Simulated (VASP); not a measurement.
# Be: single point with PBE

Be:

```xyz
2
Lattice="2.2556 0.0000 0.0000 -1.1278 1.9534 0.0000 0.0000 0.0000 3.5569" Properties=species:S:1:pos:R:3 pbc="T T T"
Be    0.0000    1.3023    0.8892
Be    1.1278    0.6511    2.6677
```

- Program: VASP 6.6.1
- Task: single point
- Functional: PBE
- Potentials or basis: VASP PAW PBE potentials, release 64 (Be)
- Cutoff: 520 eV
- k mesh: 13 × 13 × 7
- Occupations: fermi-dirac, width 0.05 eV
- Spin: no spin polarisation
- Dipole correction: no
- Further INCAR settings: ALGO = Normal; EDIFF = 1e-07; NBANDS = 9

* Pressure: 1.3 GPa
* Band gap on the k mesh: zero (band 2 reaches 8.20 eV, above the bottom of band 3 at 6.56 eV)

Stress tensor (GPa, compression positive):
```
 2.34  0.00  0.00
 0.00  2.34  0.00
 0.00  0.00 -0.65
```

Levels at points of the mesh, in eV from the Fermi level:
| k point | band 1 | band 2 | band 3 | band 4 | band 5 | band 6 |
| --- | --- | --- | --- | --- | --- | --- |
| (0.00, 0.00, 0.00) | -11.24 | -4.33 | 1.27 | 16.29 | 16.29 | 19.15 |

It took 6.1 s on 1 thread of Intel Xeon 6975P-C, with other jobs on the host, peak memory 0.13 GiB.
